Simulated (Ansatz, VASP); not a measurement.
## HfSn2S6: VASP beside Ansatz

File INCAR:

```
  PREC = Accurate
  ENCUT = 600
  EDIFF = 1E-7
  ISMEAR = 0
  SIGMA = 0.02
  LREAL = False
  LASPH = True
  NELM = 60
  ALGO = Normal
  ISIF = 3
  LWAVE = False
  LCHARG = False
  GGA = PE
  IBRION = 2
  NSW = 100
  EDIFFG = -0.01
```

File KPOINTS:

```
regular mesh
0
Gamma
  12 12 2
```

The input POSCAR:

```
HfSn2S6
1.0
    3.6684297000      0.0000000000      0.0000000000
   -1.8342148500      3.1769533100      0.0000000000
    0.0000000000      0.0000000000     18.6566121100
Hf Sn S
1 2 6
Direct
    0.0000000000      0.0000000000      0.5000000000
    0.0000000000      0.0000000000      0.8333333300
    0.0000000000      0.0000000000      0.1666666700
    0.3333333300      0.6666666700      0.9115511600
    0.3333333300      0.6666666700      0.2448844900
    0.3333333300      0.6666666700      0.5782178200
    0.6666666700      0.3333333300      0.0884488400
    0.6666666700      0.3333333300      0.4217821800
    0.6666666700      0.3333333300      0.7551155100
```

Input for Ansatz:

```yaml
crystal:
  lattice:
    - [3.6684297, 0.0, 0.0]
    - [-1.83421485, 3.17695331, 0.0]
    - [0.0, 0.0, 18.65661211]
  atoms:
    - { symbol: Hf, position: [0.0, 0.0, 0.5] }
    - { symbol: Sn, position: [0.0, 0.0, 0.83333333] }
    - { symbol: Sn, position: [0.0, 0.0, 0.16666667] }
    - { symbol: S, position: [0.33333333, 0.66666667, 0.91155116] }
    - { symbol: S, position: [0.33333333, 0.66666667, 0.24488449] }
    - { symbol: S, position: [0.33333333, 0.66666667, 0.57821782] }
    - { symbol: S, position: [0.66666667, 0.33333333, 0.08844884] }
    - { symbol: S, position: [0.66666667, 0.33333333, 0.42178218] }
    - { symbol: S, position: [0.66666667, 0.33333333, 0.75511551] }
basis:
  ecutwfc: 420
kpoints:
  mp_grid: { grid: [12, 12, 2] }
hamiltonian:
  xc: pbe
scf:
  occupations: { method: gaussian, width: 0.02 }
output:
  forces: true
  stress: true
  eigenvalues: true
  write_density: true
  write_potential: true
  elf: true
  volumetric_format: npy
relax:
  adjacent_minimum: "off"
  f_tol: 0.01
  max_steps: 80
  cell: { stress_tol: 0.05 }
```

Alike in both runs: task relaxation of cell and atoms; functional PBE; k mesh 12 × 12 × 2; occupations gaussian, width 0.02 eV; no spin polarisation.

|  | VASP | Ansatz |
| --- | --- | --- |
| version | VASP 6.6.1 | Ansatz 0.2.0 |
| potentials or method | VASP PAW PBE potentials, release 64 (Hf_pv, Sn_d, S), cutoff 600 eV | scalar-relativistic, plane waves, PAW |
| valence electrons in the cell | 74 | 90 |

```csv
,VASP,Ansatz,Ansatz less VASP
"gap on the k mesh at the Fermi level, each at its own relaxed structure (eV)",1.22,1.20,-0.021
relaxed volume (Å³/atom),26.39,26.67,+0.278
relaxed length of the cell vector where the two differ most in proportion (Å),20.235,20.417,+0.1817
```

VASP's potentials hold 74 valence electrons a cell and Ansatz's 90, so a difference there can come from the potentials and not from the codes.

Neither program's run includes spin-orbit coupling.
